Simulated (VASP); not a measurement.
# Au (Pm-3m) in VASP: notebook, part 2 of 2

VASP 6.6.1. Earlier steps stand in the parts before.

### 3 Single point, PBE

This run uses another cell than the first one, of 20.76 Å³/atom, 0.947 times its volume.

Contents of INCAR:

```
ALGO     = Normal         # electronic algorithm
EDIFF    = 1E-6           # SCF threshold, eV
ENCUT    = 500            # plane-wave cutoff, eV
GGA      = PE             # functional
GGA_COMPAT= False        
ISIF     = 2              # what is computed and relaxed
ISMEAR   = 0              # smearing method
LASPH    = True           # aspherical terms in the spheres
LCHARG   = False          # write CHGCAR
LREAL    = False          # projectors in reciprocal space
LWAVE    = False          # write WAVECAR
NBANDS   = 12             # bands
NELM     = 120            # most SCF steps
PREC     = Accurate       # precision mode
SIGMA    = 0.016          # smearing width, eV
```

Contents of KPOINTS:

```
k-points
0
Gamma
  10 10 10
```

Contents of POSCAR:

```
Au
1.0
    2.7484100000      0.0000000000      0.0000000000
    0.0000000000      2.7484100000      0.0000000000
    0.0000000000      0.0000000000      2.7484100000
Au
1
Direct
    0.5000000000      0.5000000000      0.5000000000
```

Potentials or basis: VASP PAW PBE potentials, release 64 (Au).

Run with:

```
$ cat potpaw_PBE.64/Au/POTCAR > POTCAR
$ mpirun -np 1 vasp_std > vasp.out
```

OUTCAR:

```text
EDIFF = 1E-6
   ENCUT = 500
   GGA = PE
   ISIF = 2
   ISMEAR = 0
   LASPH = True
   LREAL = False
   NELM = 120
   PREC = Accurate

 ion  position               nearest neighbor table
   1  0.500  0.500  0.500-

  LATTYP: Found a simple cubic cell.
 ALAT       =     2.7484100000

  Lattice vectors:

 A1 = (   2.7484100000,   0.0000000000,   0.0000000000)
 A2 = (   0.0000000000,   2.7484100000,   0.0000000000)
 A3 = (   0.0000000000,   0.0000000000,   2.7484100000)

[... 536 lines left out ...]
     11      27.7792      0.00000
     12      30.3640      0.00000

 [... further k-points ...]

------------------------ aborting loop because EDIFF is reached ----------------------------------------

  FORCE on cell =-STRESS in cart. coord.  units (eV):
  Direction    XX          YY          ZZ          XY          YZ          ZX
  --------------------------------------------------------------------------------------
  -------------------------------------------------------------------------------------
  Total        0.0083243      0.0083243      0.0083243     -0.0000000     -0.0000000      0.0000000
  in kB        0.6424086      0.6424086      0.6424086     -0.0000000     -0.0000000      0.0000000
  external PRESSURE =       0.6424086 kB  Pullay stress =       0.0000000 kB

 VOLUME and BASIS-vectors are now :
 -----------------------------------------------------------------------------
  energy-cutoff  :      500.00
  volume of cell :       20.76
      direct lattice vectors                 reciprocal lattice vectors
     2.748410000  0.000000000  0.000000000     0.363846733  0.000000000  0.000000000
     0.000000000  2.748410000  0.000000000     0.000000000  0.363846733  0.000000000
     0.000000000  0.000000000  2.748410000     0.000000000  0.000000000  0.363846733

 POSITION                                       TOTAL-FORCE (eV/Angst)
 -----------------------------------------------------------------------------------
      1.37420      1.37420      1.37420         0.000000      0.000000      0.000000
 -----------------------------------------------------------------------------------
    total drift:                               -0.000000      0.000000     -0.000000

  FREE ENERGIE OF THE ION-ELECTRON SYSTEM (eV)
  ---------------------------------------------------
  free  energy   TOTEN  =        -3.0115693763 eV

  energy  without entropy=       -3.0114336928  energy(sigma->0) =       -3.01150153
```

It took 7 s on 1 thread of Intel Xeon 6975P-C, shared host; peak memory 0.13 GiB.

Results:

| Property | Result |
| --- | --- |
| Free energy | -3.0116 eV |
| Pressure | 0.1 GPa |

Levels at points of the mesh, in eV from the Fermi level:
```tsv
k point	band 2	band 3	band 4	band 5	band 6	band 7	band 8	band 9
(0.00, 0.00, 0.00)	-5.65	-5.65	-1.49	-1.49	-1.49	13.78	13.78	13.78
(0.50, 0.00, 0.00)	-5.26	-2.91	-2.91	-1.36	-0.47	1.99	16.27	18.37
(0.50, 0.50, 0.00)	-4.92	-2.66	-2.66	-0.35	3.79	3.79	6.32	11.40
(0.50, 0.50, 0.50)	-4.92	-4.92	-0.26	-0.26	8.35	8.35	8.35	10.12
```

Caveat: spin-orbit coupling is left out, which moves the levels of the heavy elements.

### 4 Single point, PBE

This run uses another cell than the first one, of 20.76 Å³/atom, 0.947 times its volume.

Contents of INCAR:

```
SYSTEM = Au
  PREC = Accurate
  ENCUT = 500
  EDIFF = 1E-6
  ISMEAR = 0
  SIGMA = 0.02
  LREAL = .False.
  LASPH = .True.
  NELM = 120
  ALGO = Normal
  ISIF = 2
  LWAVE = .False.
  LCHARG = .True.
  GGA = PE
  LELF = .True.
  LVHAR = .True.
  NBANDS = 12
  GGA_COMPAT = .False.
```

Contents of KPOINTS:

```
Automatic mesh
0
Gamma
  10 10 10
  0 0 0
```

POSCAR is that of step 3.

Run with:

```
$ cat potpaw_PBE.64/Au/POTCAR > POTCAR
$ mpirun -np 1 vasp_std > vasp.out
```

Run time: 7.9 s. Hardware: 1 thread of Intel Xeon 6975P-C, shared host; peak memory 0.13 GiB.

It converged, with:

| Quantity | Value |
| --- | --- |
| Free energy | -3.0116 eV |
| Pressure | 0.1 GPa |

Levels at points of the mesh, in eV from the Fermi level:
| k point | band 1 | band 2 | band 3 | band 4 | band 5 | band 6 | band 7 | band 8 | band 9 | band 10 |
| --- | --- | --- | --- | --- | --- | --- | --- | --- | --- | --- |
| (0.00, 0.00, 0.00) | -7.80 | -5.65 | -5.65 | -1.49 | -1.49 | -1.49 | 13.79 | 13.79 | 13.79 | 18.60 |
| (0.50, 0.00, 0.00) | -5.73 | -5.25 | -2.91 | -2.91 | -1.35 | -0.47 | 1.99 | 16.28 | 18.37 | 18.89 |
| (0.50, 0.50, 0.00) | -5.58 | -4.91 | -2.66 | -2.66 | -0.35 | 3.79 | 3.79 | 6.32 | 11.40 | 20.44 |
| (0.50, 0.50, 0.50) | -4.92 | -4.92 | -4.92 | -0.26 | -0.26 | 8.36 | 8.36 | 8.36 | 10.12 | 12.07 |

Caveat: spin-orbit coupling is left out, which moves the levels of the heavy elements.

### 5 Summary

| level | cell | k mesh | cutoff (eV) | smearing | grid for exact exchange (PRECFOCK) | gap on the mesh (eV) | pressure (GPa) |
| --- | --- | --- | --- | --- | --- | --- | --- |
| B3LYP | a = 2.799 Å, 1 atom | 5 × 5 × 5 | 520 | fermi-dirac 0.05 eV | Normal | none | 0.3 |
| PBE | a = 2.748 Å, 1 atom | 10 × 10 × 10 | 500 | gaussian 0.016 eV | - | none | 0.1 |
| PBE | a = 2.748 Å, 1 atom | 10 × 10 × 10 | 500 | gaussian 0.02 eV | - | none | 0.1 |

Alike in all rows: task single point; potentials or basis VASP PAW PBE potentials, release 64 (Au); no spin polarisation.

Caveats: some runs use coarse meshes; spin-orbit coupling is left out, which moves the levels of the heavy elements; the PAW data sets were made with another functional, which shifts forces and pressure a little (some runs).

Total energies depend on the potentials used, so only differences within one code and one set of settings carry meaning.
